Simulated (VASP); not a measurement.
# Ni (Fm-3m) in VASP: further runs

The runs below take Ni through single point, with PBE.

Everything below comes from runs of VASP 6.6.1. Logs are shortened: lines on timing, memory, paths and dates and some standing lists are left out, and cuts for length are marked.

**1. The cell of the first run**

It takes space group Fm-3m (No. 225, cubic). The conventional cell has a = 3.538 Å, b = 3.538 Å, c = 3.538 Å, α = 90.00°, β = 90.00°, γ = 90.00°. Within 3.3 Å of Ni (site symmetry m-3m) lie 12 Ni at 2.50 Å.

**2. Single point, PBE, collinear spin, ferromagnetic start**

File INCAR:

```
SYSTEM = Ni
PREC = Accurate
ENCUT = 520
EDIFF = 1E-6
ISMEAR = 0
SIGMA = 0.1
LREAL = .False.
LASPH = .True.
NELM = 150
ALGO = Normal
ISIF = 2
LWAVE = .False.
LCHARG = .False.
ISPIN = 2
MAGMOM = 2
LORBIT = 11
LMAXMIX = 4
GGA = PE
NBANDS = 15
```

File KPOINTS:

```
regular mesh
0
Gamma
  7 7 7
  0 0 0
```

File POSCAR:

```
Ni
1.0
    0.0000000000      1.7690000000      1.7690000000
    1.7690000000      0.0000000000      1.7690000000
    1.7690000000      1.7690000000      0.0000000000
Ni
1
Direct
    0.0000000000      0.0000000000      0.0000000000
```

Potentials or basis: VASP PAW PBE potentials, release 64 (Ni).

Command:

```bash
cat potpaw_PBE.64/Ni/POTCAR > POTCAR
mpirun -np 1 vasp_std > vasp.out
```

OUTCAR:

```text
SYSTEM = Ni
   PREC = Accurate
   ENCUT = 520
   EDIFF = 1E-6
   ISMEAR = 0
   LREAL = .False.
   LASPH = .True.
   NELM = 150
   ISIF = 2
   ISPIN = 2
   LORBIT = 11
   GGA = PE

 ion  position               nearest neighbor table
   1  0.000  0.000  0.000-

  LATTYP: Found a face centered cubic cell.
 ALAT       =     3.5380000000

  Lattice vectors:

 A1 = (   0.0000000000,   1.7690000000,   1.7690000000)
 A2 = (   1.7690000000,   0.0000000000,   1.7690000000)
 A3 = (   1.7690000000,   1.7690000000,   0.0000000000)

Analysis of symmetry for initial positions (statically):
=====================================================================
 Subroutine PRICEL returns:
 Original cell was already a primitive cell.

 Routine SETGRP: Setting up the symmetry group for a
 face centered cubic supercell.

 Subroutine GETGRP returns: Found 48 space group operations
[... 9 lines left out ...]

 Routine SETGRP: Setting up the symmetry group for a
 face centered cubic supercell.

 Subroutine GETGRP returns: Found 48 space group operations
 (whereof 48 operations were pure point group operations)
 out of a pool of 48 trial point group operations.

The dynamic configuration has the point symmetry O_h .

Analysis of structural, dynamic, and magnetic symmetry:
=====================================================================
 Subroutine PRICEL returns:
 Original cell was already a primitive cell.

 Routine SETGRP: Setting up the symmetry group for a
 face centered cubic supercell.

 Subroutine GETGRP returns: Found 48 space group operations
 (whereof 48 operations were pure point group operations)
 out of a pool of 48 trial point group operations.

The overall configuration has the point symmetry O_h .

 Subroutine INISYM returns: Found 48 space group operations
[... 5 lines left out ...]
                                     Primitive cell

  volume of cell :      11.0717

  direct lattice vectors                    reciprocal lattice vectors
     0.000000000  1.769000000  1.769000000    -0.282645562  0.282645562  0.282645562
     1.769000000  0.000000000  1.769000000     0.282645562 -0.282645562  0.282645562
     1.769000000  1.769000000  0.000000000     0.282645562  0.282645562 -0.282645562

  length of vectors
     2.501743792  2.501743792  2.501743792     0.489556475  0.489556475  0.489556475

  position of ions in fractional coordinates (direct lattice)
     0.000000000  0.000000000  0.000000000

  ion indices of the primitive-cell ions
   primitive index   ion index
                 1           1

----------------------------------------------------------------------------------------

 KPOINTS: regular mesh

Automatic generation of k-mesh.
 Grid dimensions read from file:
 generate k-points for:    7    7    7

 Generating k-lattice:

  Cartesian coordinates                     Fractional coordinates (reciprocal lattice)
    -0.040377937  0.040377937  0.040377937     0.142857143  0.000000000  0.000000000
     0.040377937 -0.040377937  0.040377937     0.000000000  0.142857143  0.000000000
     0.040377937  0.040377937 -0.040377937     0.000000000  0.000000000  0.142857143

  Length of vectors
     0.069936639  0.069936639  0.069936639

  Shift w.r.t. Gamma in fractional coordinates (k-lattice)
     0.000000000  0.000000000  0.000000000

 Subroutine IBZKPT returns following result:
 ===========================================

 Found     20 irreducible k-points:

 Following reciprocal coordinates:
            Coordinates               Weight
  0.000000  0.000000  0.000000      1.000000
  0.142857  0.000000  0.000000      8.000000
  0.285714  0.000000  0.000000      8.000000
  0.428571  0.000000  0.000000      8.000000
  0.142857  0.142857  0.000000      6.000000
  0.285714  0.142857  0.000000     24.000000
[... 12 lines left out ...]
 -0.428571  0.428571  0.142857     24.000000
 -0.285714  0.428571  0.142857     24.000000
   k-points           NKPTS =     20   k-points in BZ     NKDIM =     20   number of bands    NBANDS=     15
   number of dos      NEDOS =    301   number of ions     NIONS =      1
   total plane-waves  NPLWV =   8000
   dimension x,y,z NGX =    20 NGY =   20 NGZ =   20
   dimension x,y,z NGXF=    40 NGYF=   40 NGZF=   40
   ions per type =               1
   NGX,Y,Z   is equivalent  to a cutoff of  13.29, 13.29, 13.29 a.u.
   NGXF,Y,Z  is equivalent  to a cutoff of  26.58, 26.58, 26.58 a.u.
 SYSTEM =  Ni
   PREC   = accura    normal or accurate (medium, high low for compatibility)
   ISTART =      0    job   : 0-new  1-cont  2-samecut
   ICHARG =      2    charge: 1-file 2-atom 10-const
   ISPIN  =      2    spin polarized calculation?
   LNONCOLLINEAR =      F non collinear calculations
   LSORBIT =      F    spin-orbit coupling
   LASPH  =      T    aspherical Exc in radial PAW
   ENCUT  =  520.0 eV  38.22 Ry    6.18 a.u.   4.65  4.65  4.65*2*pi/ulx,y,z
   NELM   =    150;   NELMIN=  2; NELMDL= -5     # of ELM steps
   EDIFF  = 0.1E-05   stopping-criterion for ELM
   LREAL  =      F    real-space projection
   EDIFFG = 0.1E-04   stopping-criterion for IOM
   NSW    =      0    number of steps for IOM
   IBRION =     -1    ionic relax: 0-MD 1-quasi-New 2-CG
   NFREE  =      0    steps in history (QN), initial steepest desc. (CG)
   ISIF   =      2    stress and relaxation
   ISYM   =      2    0-nonsym 1-usesym 2-fastsym
   POTIM  = 0.5000    time-step for ionic-motion
   TEBEG  =    0.0;   TEEND  =   0.0 temperature during run
   PSTRESS=    0.0 pullay stress
   NELECT =      10.0000    total number of electrons
   NUPDOWN=      -1.0000    fix difference up-down
   EMIN   =  10.00;   EMAX   =-10.00  energy-range for DOS
   EFERMI =   0.00;   METHOD = LEGACY
   ISMEAR =     0;   SIGMA  =   0.10  broadening in eV -4-tet -1-fermi 0-gaus
   EFERMI_NEDOS =   21; number of points for ismear=-14 and -15
   IALGO  =     38    algorithm
   IMIX   =      4    mixing-type and parameters
     AMIX     =   0.40;   BMIX     =  1.00
     AMIX_MAG =   1.60;   BMIX_MAG =  1.00
  volume/ion in A,a.u.               =      11.07        74.72
  Fermi-wavevector in a.u.,A,eV,Ry     =   1.582476  2.990445 34.072101  2.504229
  Thomas-Fermi vector in A             =   2.682393
   LORBIT       =     11    0 simple, 1 ext, 2 COOP (PROOUT), +10 PAW based schemes
   GGA     = PE    functional components
   LHFCALC =     F    Hartree Fock is set to
   AEXX    =    0.0000 exact exchange contribution
   IVDW    =     0    specifies the selected vdW correction
   LEPSILON=     F    determine dielectric tensor
   LRPA    =     F    only Hartree local field effects (RPA)
 spin polarized calculation
 Gauss-broadening in eV      SIGMA  =   0.10
  energy-cutoff  :      520.00
  volume of cell :       11.07
 maximum number of plane-waves:       307
   NGX =  9   NGY =  9   NGZ =  9

 number of electron      10.0000010 magnetization       0.4932226

 Free energy of the ion-electron system (eV)
  ---------------------------------------------------
  ext. energy  EPLUGINS =         0.00000000
  ---------------------------------------------------
  free energy    TOTEN  =        -5.46482648 eV

  energy without entropy =       -5.45169590  energy(sigma->0) =       -5.45826119

 E-fermi :   9.1581     XC(G=0): -13.1500

 val. band max:        9.1559765595   @ k =   0.4286   0.0000   0.0000
 cond. band min:       9.1699439577   @ k =  -0.2857   0.1429   0.0000
 fundamental gap:      0.0139673982
 Fermi energy:         9.1581385967

 spin component 1

 k-point     1 :       0.0000    0.0000    0.0000
  band No.  band energies     occupation
      1       0.2475      1.00000
      2       6.8328      1.00000
      3       6.8328      1.00000
      4       6.8328      1.00000
      5       7.9877      1.00000
      6       7.9877      1.00000
      7      32.6990      0.00000
      8      36.4394      0.00000
      9      36.4394      0.00000
     10      36.4394      0.00000
     11      39.3364      0.00000
     12      39.3364      0.00000
     13      39.3364      0.00000
     14      42.3054      0.00000
     15      48.4462      0.00000

 k-point     2 :       0.1429    0.0000    0.0000
  band No.  band energies     occupation
      1       1.0207      1.00000
      2       6.6573      1.00000
      3       6.9775      1.00000
      4       6.9775      1.00000
      5       7.9420      1.00000
      6       7.9420      1.00000
      7      28.8434      0.00000
      8      33.5645      0.00000
      9      35.2116      0.00000
     10      35.2116      0.00000
     11      40.5084      0.00000
     12      41.1333      0.00000
     13      41.1333      0.00000
     14      44.8273      0.00000
     15      44.8274      0.00000
[... 292 lines left out ...]
      2       5.5159      1.00000
      3       7.1539      1.00000
      4       8.2869      1.00000
      5       8.6225      1.00000
      6      12.4429      0.00000
      7      20.4147      0.00000
      8      20.4983      0.00000
      9      21.7936      0.00000
     10      33.6694      0.00000
     11      36.7944      0.00000
     12      45.1692      0.00000
     13      52.7510      0.00000
     14      55.4932      0.00000
     15      55.8293      0.00000

 k-point    20 :      -0.2857    0.4286    0.1429
  band No.  band energies     occupation
      1       5.5785      1.00000
      2       5.8562      1.00000
      3       6.5239      1.00000
      4       7.9474      1.00000
      5       8.6193      1.00000
      6      15.6895      0.00000
      7      16.1422      0.00000
      8      19.3200      0.00000
      9      22.6564      0.00000
     10      35.4490      0.00000
     11      41.7424      0.00000
     12      42.6185      0.00000
     13      47.3637      0.00000
     14      53.1513      0.00000
     15      55.4892      0.00000
 Fermi energy:         9.1581385967

 spin component 2

 k-point     1 :       0.0000    0.0000    0.0000
  band No.  band energies     occupation
      1       0.2012      1.00000
      2       7.4511      1.00000
      3       7.4511      1.00000
      4       7.4511      1.00000
      5       8.4308      1.00000
      6       8.4308      1.00000
      7      32.5436      0.00000
      8      36.4053      0.00000
      9      36.4053      0.00000
     10      36.4053      0.00000
     11      39.4029      0.00000
     12      39.4029      0.00000
     13      39.4029      0.00000
     14      42.1964      0.00000
     15      48.5939      0.00000

 k-point     2 :       0.1429    0.0000    0.0000
  band No.  band energies     occupation
      1       0.9762      1.00000
      2       7.2520      1.00000
      3       7.5933      1.00000
      4       7.5933      1.00000
      5       8.3902      1.00000
      6       8.3902      1.00000
      7      28.8711      0.00000
      8      33.4491      0.00000
      9      35.2384      0.00000
     10      35.2384      0.00000
     11      40.4492      0.00000
     12      41.1085      0.00000
     13      41.1085      0.00000
     14      44.9548      0.00000
     15      44.9548      0.00000
[... 293 lines left out ...]
      3       7.6436      1.00000
      4       8.7295      1.00000
      5       9.3239      0.00954
      6      12.6535      0.00000
      7      20.5128      0.00000
      8      20.5924      0.00000
      9      21.8474      0.00000
     10      33.6840      0.00000
     11      36.8667      0.00000
     12      45.1395      0.00000
     13      52.9710      0.00000
     14      55.4098      0.00000
     15      56.1308      0.00000

 k-point    20 :      -0.2857    0.4286    0.1429
  band No.  band energies     occupation
      1       5.8655      1.00000
      2       6.3315      1.00000
      3       7.0239      1.00000
      4       8.3745      1.00000
      5       9.3213      0.01050
      6      15.8426      0.00000
      7      16.2854      0.00000
      8      19.4364      0.00000
      9      22.7207      0.00000
     10      35.4538      0.00000
     11      41.7005      0.00000
     12      42.6663      0.00000
     13      47.4833      0.00000
     14      53.0725      0.00000
     15      56.6144      0.00000

------------------------ aborting loop because EDIFF is reached ----------------------------------------

  FORCE on cell =-STRESS in cart. coord.  units (eV):
  Direction    XX          YY          ZZ          XY          YZ          ZX
  --------------------------------------------------------------------------------------
  -------------------------------------------------------------------------------------
  Total       -0.2585759     -0.2585759     -0.2585759     -0.0000000     -0.0000000      0.0000000
  in kB      -37.4183918    -37.4183918    -37.4183918     -0.0000000     -0.0000000      0.0000000
  external PRESSURE =     -37.4183918 kB  Pullay stress =       0.0000000 kB

 VOLUME and BASIS-vectors are now :
 -----------------------------------------------------------------------------
  energy-cutoff  :      520.00
  volume of cell :       11.07
      direct lattice vectors                 reciprocal lattice vectors
     0.000000000  1.769000000  1.769000000    -0.282645562  0.282645562  0.282645562
     1.769000000  0.000000000  1.769000000     0.282645562 -0.282645562  0.282645562
     1.769000000  1.769000000  0.000000000     0.282645562  0.282645562 -0.282645562

 POSITION                                       TOTAL-FORCE (eV/Angst)
 -----------------------------------------------------------------------------------
      0.00000      0.00000      0.00000        -0.000000     -0.000000     -0.000000
 -----------------------------------------------------------------------------------
    total drift:                               -0.000000     -0.000000     -0.000000

  FREE ENERGIE OF THE ION-ELECTRON SYSTEM (eV)
  ---------------------------------------------------
  free  energy   TOTEN  =        -5.4648264823 eV

  energy  without entropy=       -5.4516958996  energy(sigma->0) =       -5.45826119

 total charge

# of ion       s       p       d       tot
------------------------------------------
    1        0.486   0.479   8.316   9.281

 magnetization (x)

# of ion       s       p       d       tot
------------------------------------------
    1       -0.008  -0.024   0.539   0.507
```

Run time: 7.7 s. Hardware: 1 thread of AMD EPYC 9R45 (Zen 5), shared host; peak memory 0.1 GiB.

Results:

```
Free energy                                           : -5.4648 eV
Pressure                                              : -3.7 GPa
Net moment                                            : 0.49 μB per cell
Site moments                                          : Ni +0.51 μB
Valence electrons inside the program's atomic spheres : Ni 9.28
```

Caveat: the k points lie up to 0.44 Å⁻¹ apart.

(Part 1 of 2 ends here.)
